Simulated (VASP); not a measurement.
# InO in VASP: notebook

InO is run at these levels: PBE, r2SCAN; tasks: single point.

Everything below comes from runs of VASP 6.6.1. Logs are shortened: lines on timing, memory, paths and dates and some standing lists are left out, and cuts for length are marked.

## (1) The cell of the first run

The cell holds a slab with vacuum, 4 atoms: a = 3.454 Å, b = 3.454 Å, c = 15.877 Å, α = 90.00°, β = 90.00°, γ = 120.00°.

## (2) Single point, PBE

The input, INCAR:

```
PREC = Accurate ; ENCUT = 600
EDIFF = 1E-6 ; ISMEAR = 0
SIGMA = 0.01 ; LREAL = F
LASPH = T ; NELM = 120
ALGO = Normal ; ISIF = 2
LWAVE = F ; LCHARG = F
GGA = PE ; NBANDS = 27
GGA_COMPAT = F
```

The input, KPOINTS:

```
regular mesh
0
Gamma
  6 6 1
```

The input, POSCAR:

```
InO
1.0
    3.4536140000      0.0000000000      0.0000000000
   -1.7268070000      2.9909174589      0.0000000000
    0.0000000000      0.0000000000     15.8771000000
In O
2 2
Direct
    0.6666666667      0.3333333333      0.5900210000
    0.6666666667      0.3333333333      0.4099790000
    0.0000000000      0.0000000000      0.6398670000
    0.0000000000      0.0000000000      0.3601330000
```

Potentials or basis: VASP PAW PBE potentials, release 64 (In_d, O).

Command:

```console
$ cat potpaw_PBE.64/In_d/POTCAR potpaw_PBE.64/O/POTCAR > POTCAR
$ mpirun -np 1 vasp_std > vasp.out
```

OUTCAR:

```text
PREC = Accurate
   ENCUT = 600
   EDIFF = 1E-6
   ISMEAR = 0
   LREAL = F
   LASPH = T
   NELM = 120
   ISIF = 2
   GGA = PE

 ion  position               nearest neighbor table
   1  0.667  0.333  0.590-   3 2.15   3 2.15   3 2.15   2 2.86
   2  0.667  0.333  0.410-   4 2.15   4 2.15   4 2.15   1 2.86
   3  0.000  0.000  0.640-   1 2.15   1 2.15   1 2.15
   4  0.000  0.000  0.360-   2 2.15   2 2.15   2 2.15

  LATTYP: Found a hexagonal cell.
 ALAT       =     3.4536140000
 C/A-ratio  =     4.5972421933

  Lattice vectors:

 A1 = (   3.4536140000,   0.0000000000,   0.0000000000)
 A2 = (  -1.7268070000,   2.9909174589,   0.0000000000)
 A3 = (   0.0000000000,   0.0000000000,  15.8771000000)

Analysis of symmetry for initial positions (statically):
=====================================================================
 Subroutine PRICEL returns:
 Original cell was already a primitive cell.

 Routine SETGRP: Setting up the symmetry group for a
 hexagonal supercell.

 Subroutine GETGRP returns: Found 12 space group operations
 (whereof 12 operations were pure point group operations)
 out of a pool of 24 trial point group operations.

The static configuration has the point symmetry D_3h.

Analysis of symmetry for dynamics (positions and initial velocities):
=====================================================================
 Subroutine PRICEL returns:
 Original cell was already a primitive cell.

 Routine SETGRP: Setting up the symmetry group for a
 hexagonal supercell.

 Subroutine GETGRP returns: Found 12 space group operations
 (whereof 12 operations were pure point group operations)
 out of a pool of 24 trial point group operations.

The dynamic configuration has the point symmetry D_3h.

 Subroutine INISYM returns: Found 12 space group operations
 (whereof 12 operations are pure point group operations),
 and found     1 'primitive' translations

----------------------------------------------------------------------------------------

                                     Primitive cell

  volume of cell :     164.0021

  direct lattice vectors                    reciprocal lattice vectors
     3.453614000  0.000000000  0.000000000     0.289551757  0.167172785  0.000000000
    -1.726807000  2.990917459  0.000000000     0.000000000  0.334345569  0.000000000
     0.000000000  0.000000000 15.877100000     0.000000000  0.000000000  0.062983794

  length of vectors
     3.453614000  3.453614000 15.877100000     0.334345569  0.334345569  0.062983794

  position of ions in fractional coordinates (direct lattice)
     0.666666667  0.333333333  0.590021000
     0.666666667  0.333333333  0.409979000
     0.000000000  0.000000000  0.639867000
     0.000000000  0.000000000  0.360133000

  ion indices of the primitive-cell ions
   primitive index   ion index
                 1           1
                 2           2
                 3           3
                 4           4

----------------------------------------------------------------------------------------

 KPOINTS: regular mesh

Automatic generation of k-mesh.
 Grid dimensions read from file:
 generate k-points for:    6    6    1

 Generating k-lattice:

  Cartesian coordinates                     Fractional coordinates (reciprocal lattice)
     0.048258626  0.027862131  0.000000000     0.166666667  0.000000000  0.000000000
     0.000000000  0.055724262  0.000000000     0.000000000  0.166666667  0.000000000
     0.000000000  0.000000000  0.062983794     0.000000000  0.000000000  1.000000000

  Length of vectors
     0.055724262  0.055724262  0.062983794

  Shift w.r.t. Gamma in fractional coordinates (k-lattice)
     0.000000000  0.000000000  0.000000000

 Subroutine IBZKPT returns following result:
 ===========================================

 Found      7 irreducible k-points:

 Following reciprocal coordinates:
            Coordinates               Weight
  0.000000  0.000000  0.000000      1.000000
  0.166667 -0.000000  0.000000      6.000000
  0.333333 -0.000000  0.000000      6.000000
  0.500000  0.000000  0.000000      3.000000
  0.166667  0.166667  0.000000      6.000000
  0.333333  0.166667  0.000000     12.000000
  0.333333  0.333333  0.000000      2.000000
   k-points           NKPTS =      7   k-points in BZ     NKDIM =      7   number of bands    NBANDS=     27
   number of dos      NEDOS =    301   number of ions     NIONS =      4
   total plane-waves  NPLWV = 100352
   dimension x,y,z NGX =    28 NGY =   28 NGZ =  128
   dimension x,y,z NGXF=    56 NGYF=   56 NGZF=  256
   ions per type =               2   2
   NGX,Y,Z   is equivalent  to a cutoff of  13.48, 13.48, 13.40 a.u.
   NGXF,Y,Z  is equivalent  to a cutoff of  26.96, 26.96, 26.81 a.u.
 SYSTEM =  unknown system
   PREC   = accura    normal or accurate (medium, high low for compatibility)
   ISTART =      0    job   : 0-new  1-cont  2-samecut
   ICHARG =      2    charge: 1-file 2-atom 10-const
   ISPIN  =      1    spin polarized calculation?
   LNONCOLLINEAR =      F non collinear calculations
   LSORBIT =      F    spin-orbit coupling
   LASPH  =      T    aspherical Exc in radial PAW
   ENCUT  =  600.0 eV  44.10 Ry    6.64 a.u.   6.90  6.90 31.71*2*pi/ulx,y,z
   NELM   =    120;   NELMIN=  2; NELMDL= -5     # of ELM steps
   EDIFF  = 0.1E-05   stopping-criterion for ELM
   LREAL  =      F    real-space projection
   EDIFFG = 0.1E-04   stopping-criterion for IOM
   NSW    =      0    number of steps for IOM
   IBRION =     -1    ionic relax: 0-MD 1-quasi-New 2-CG
   NFREE  =      0    steps in history (QN), initial steepest desc. (CG)
   ISIF   =      2    stress and relaxation
   ISYM   =      2    0-nonsym 1-usesym 2-fastsym
   POTIM  = 0.5000    time-step for ionic-motion
   TEBEG  =    0.0;   TEEND  =   0.0 temperature during run
   PSTRESS=    0.0 pullay stress
   NELECT =      38.0000    total number of electrons
   NUPDOWN=      -1.0000    fix difference up-down
   EMIN   =  10.00;   EMAX   =-10.00  energy-range for DOS
   EFERMI =   0.00;   METHOD = LEGACY
   ISMEAR =     0;   SIGMA  =   0.01  broadening in eV -4-tet -1-fermi 0-gaus
   EFERMI_NEDOS =   21; number of points for ismear=-14 and -15
   IALGO  =     38    algorithm
   IMIX   =      4    mixing-type and parameters
     AMIX     =   0.40;   BMIX     =  1.00
     AMIX_MAG =   1.60;   BMIX_MAG =  1.00
  volume/ion in A,a.u.               =      41.00       276.69
  Fermi-wavevector in a.u.,A,eV,Ry     =   1.005510  1.900138 13.756165  1.011050
  Thomas-Fermi vector in A             =   2.138194
   LORBIT       =      0    0 simple, 1 ext, 2 COOP (PROOUT), +10 PAW based schemes
   GGA     = PE    functional components
   LHFCALC =     F    Hartree Fock is set to
   AEXX    =    0.0000 exact exchange contribution
   IVDW    =     0    specifies the selected vdW correction
   LEPSILON=     F    determine dielectric tensor
   LRPA    =     F    only Hartree local field effects (RPA)
 non-spin polarized calculation
 Gauss-broadening in eV      SIGMA  =   0.01
  energy-cutoff  :      600.00
  volume of cell :      164.00
 maximum number of plane-waves:      5498
 NGX is ok and might be reduce to    28
   NGX = 13   NGY = 13   NGZ = 63

 number of electron      38.0000000 magnetization

 Free energy of the ion-electron system (eV)
  ---------------------------------------------------
  ext. energy  EPLUGINS =         0.00000000
  ---------------------------------------------------
  free energy    TOTEN  =       -19.42645073 eV

  energy without entropy =      -19.42645073  energy(sigma->0) =      -19.42645073

 E-fermi :  -1.5725     XC(G=0):  -4.8864

 val. band max:       -1.6309172627   @ k =   0.3333   0.3333   0.0000
 cond. band min:      -1.2723200208   @ k =   0.0000   0.0000   0.0000
 fundamental gap:      0.3585972419
 Fermi energy:        -1.5724596878

 k-point     1 :       0.0000    0.0000    0.0000
  band No.  band energies     occupation
      1     -19.2911      2.00000
      2     -19.2714      2.00000
      3     -15.1741      2.00000
      4     -15.1741      2.00000
      5     -15.1304      2.00000
      6     -15.1304      2.00000
[... 19 lines left out ...]
     26       7.7269      0.00000
     27       7.7269      0.00000

 k-point     2 :       0.1667   -0.0000    0.0000
  band No.  band energies     occupation
      1     -19.2555      2.00000
      2     -19.2397      2.00000
      3     -15.2190      2.00000
      4     -15.1152      2.00000
      5     -15.0616      2.00000
      6     -15.0529      2.00000
[... 19 lines left out ...]
     26       6.9581      0.00000
     27       7.3349      0.00000

 k-point     3 :       0.3333   -0.0000    0.0000
  band No.  band energies     occupation
      1     -19.2012      2.00000
      2     -19.1905      2.00000
      3     -15.1919      2.00000
      4     -15.0522      2.00000
      5     -15.0235      2.00000
      6     -14.9484      2.00000
[... 19 lines left out ...]
     26       6.8041      0.00000
     27       7.8218      0.00000

 k-point     4 :       0.5000    0.0000    0.0000
  band No.  band energies     occupation
      1     -19.1823      2.00000
      2     -19.1730      2.00000
      3     -15.1830      2.00000
      4     -15.0482      2.00000
      5     -15.0334      2.00000
      6     -14.9553      2.00000
[... 19 lines left out ...]
     26       7.2376      0.00000
     27       8.2020      0.00000

 k-point     5 :       0.1667    0.1667    0.0000
  band No.  band energies     occupation
      1     -19.2121      2.00000
      2     -19.2007      2.00000
      3     -15.2008      2.00000
      4     -15.0776      2.00000
      5     -15.0000      2.00000
      6     -14.9990      2.00000
[... 19 lines left out ...]
     26       6.0914      0.00000
     27       7.6178      0.00000

 k-point     6 :       0.3333    0.1667    0.0000
  band No.  band energies     occupation
      1     -19.1803      2.00000
      2     -19.1715      2.00000
      3     -15.1618      2.00000
      4     -15.0958      2.00000
      5     -15.0138      2.00000
      6     -14.9318      2.00000
[... 19 lines left out ...]
     26       7.5371      0.00000
     27       8.3835      0.00000

 k-point     7 :       0.3333    0.3333    0.0000
  band No.  band energies     occupation
      1     -19.1704      2.00000
      2     -19.1626      2.00000
      3     -15.1303      2.00000
      4     -15.1298      2.00000
      5     -14.9984      2.00000
      6     -14.9359      2.00000
[... 19 lines left out ...]
     26       7.3568      0.00000
     27       8.2006      0.00000

------------------------ aborting loop because EDIFF is reached ----------------------------------------

  FORCE on cell =-STRESS in cart. coord.  units (eV):
  Direction    XX          YY          ZZ          XY          YZ          ZX
  --------------------------------------------------------------------------------------
  -------------------------------------------------------------------------------------
  Total       -0.0839911     -0.0839911     -0.1090554      0.0000000      0.0000000      0.0000000
  in kB       -0.8205303     -0.8205303     -1.0653896      0.0000000      0.0000000      0.0000000
  external PRESSURE =      -0.9021500 kB  Pullay stress =       0.0000000 kB

 VOLUME and BASIS-vectors are now :
 -----------------------------------------------------------------------------
  energy-cutoff  :      600.00
  volume of cell :      164.00
      direct lattice vectors                 reciprocal lattice vectors
     3.453614000  0.000000000  0.000000000     0.289551757  0.167172785  0.000000000
    -1.726807000  2.990917459  0.000000000     0.000000000  0.334345569  0.000000000
     0.000000000  0.000000000 15.877100000     0.000000000  0.000000000  0.062983794

 POSITION                                       TOTAL-FORCE (eV/Angst)
 -----------------------------------------------------------------------------------
      1.72681      0.99697      9.36782        -0.000000     -0.000000      0.008322
      1.72681      0.99697      6.50928        -0.000000     -0.000000     -0.008322
      0.00000      0.00000     10.15923         0.000000      0.000000     -0.012382
      0.00000      0.00000      5.71787         0.000000      0.000000      0.012382
 -----------------------------------------------------------------------------------
    total drift:                                0.000000     -0.000000      0.000000

  FREE ENERGIE OF THE ION-ELECTRON SYSTEM (eV)
  ---------------------------------------------------
  free  energy   TOTEN  =       -19.4264507347 eV

  energy  without entropy=      -19.4264507347  energy(sigma->0) =      -19.42645073
```

Run time: 51 s. Hardware: 1 thread of Intel Xeon Platinum 8375C at 2.90GHz (Ice Lake), shared host; peak memory 0.3 GiB.

What came out:

```
Free energy            : -19.4265 eV
Largest force          : 0.012 eV/Å
Band gap on the k mesh : 0.36 eV (least direct gap 1.09 eV)
```

Forces on the atoms (eV/Å):
```
In   0.000  0.000  0.008
In   0.000  0.000 -0.008
O    0.000  0.000 -0.012
O    0.000  0.000  0.012
```

Caveat: there is no dipole correction, which matters where the two faces differ; spin-orbit coupling is left out, which moves the levels of the heavy elements.

## (3) Single point, r2SCAN

POSCAR is that of step 2.

The input, INCAR.step1:

```
PREC = Accurate
ENCUT = 660
ISMEAR = 0
SIGMA = 0.01
LREAL = F
LASPH = T
NELM = 120
NBANDS = 27
GGA = PE
ALGO = Normal
EDIFF = 1E-5
LWAVE = T
LCHARG = F
GGA_COMPAT = F
```

The input, INCAR.step2:

```
PREC = Accurate
ENCUT = 660
EDIFF = 1E-6
ISMEAR = 0
SIGMA = 0.01
LREAL = F
LASPH = T
NELM = 120
ALGO = Normal
ISIF = 2
LWAVE = F
LCHARG = F
METAGGA = R2SCAN
LMIXTAU = T
NBANDS = 27
ISTART = 1
GGA_COMPAT = F
```

KPOINTS is that of step 2.

Potentials or basis: VASP PAW PBE potentials, release 64 (In_d, O).

Command:

```console
$ cat potpaw_PBE.64/In_d/POTCAR potpaw_PBE.64/O/POTCAR > POTCAR
$ cp INCAR.step1 INCAR
$ mpirun -np 1 vasp_std > vasp.out
$ cp INCAR.step2 INCAR
$ mpirun -np 1 vasp_std > vasp.out
```

It took 5.4 min on 1 thread of Intel Xeon Platinum 8375C at 2.90GHz (Ice Lake), shared host; peak memory 0.39 GiB.

The run converged. Its results:

* Free energy: -62.1019 eV
* Largest force: 0.346 eV/Å
* Band gap on the k mesh: 0.71 eV (least direct gap 1.44 eV)

Forces on the atoms (eV/Å):
```
In   0.000  0.000  0.204
In   0.000  0.000 -0.204
O    0.000  0.000 -0.346
O    0.000  0.000  0.346
```

Levels at points of the mesh, in eV from the valence-band top:
| k point | band 17 | band 18 | band 19 | band 20 | band 21 | band 22 |
| --- | --- | --- | --- | --- | --- | --- |
| (0.00, 0.00, 0.00) | -1.75 | -1.75 | -0.73 | 0.71 | 3.74 | 6.79 |
| (0.50, 0.00, 0.00) | -2.58 | -2.06 | -0.23 | 2.62 | 4.67 | 5.88 |

Caveat: there is no dipole correction, which matters where the two faces differ; the PAW data sets were made with another functional, which shifts forces and pressure a little; spin-orbit coupling is left out, which moves the levels of the heavy elements.
